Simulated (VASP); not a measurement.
Input of a VASP 6.6.1 run:

Contents of INCAR:

```
PREC = Accurate
ENCUT = 520
EDIFF = 1E-6
ISMEAR = 0
SIGMA = 0.1
LREAL = F
LASPH = T
NELM = 60
ALGO = Fast
ISIF = 2
LWAVE = F
LCHARG = F
GGA = PS
NBANDS = 66
```

KPOINTS

```
Automatic mesh
0
Gamma
  6 6 6
```

Contents of POSCAR:

```
Sn
1.0
    5.9964966658      0.0000000000      0.0000000000
    0.0000000000      5.9964966658      0.0000000000
    0.0000000000      0.0000000000      5.9964966658
Sn
8
Direct
    0.5000000000      0.5000000000      0.5000000000
    0.0000000000      0.0000000000      0.0000000000
    0.2500000000      0.0000000000      0.5000000000
    0.5000000000      0.2500000000      0.0000000000
    0.5000000000      0.7500000000      0.0000000000
    0.7500000000      0.0000000000      0.5000000000
    0.0000000000      0.5000000000      0.7500000000
    0.0000000000      0.5000000000      0.2500000000
```

Potentials or basis: VASP PAW PBE potentials, release 64 (Sn_d).

Run with:

```console
$ cat potpaw_PBE.64/Sn_d/POTCAR > POTCAR
$ mpirun -np 1 vasp_std > vasp.out
```

(1) Predict the band gap on the k mesh.

(2) Predict the pressure.

Results:

(1) zero (bands 56 and 57 overlap by 1.59 eV).

(2) -0.1 GPa.

Caveat: the PAW data sets were made with another functional, which shifts forces and pressure a little; spin-orbit coupling is left out, which moves the levels of the heavy elements.
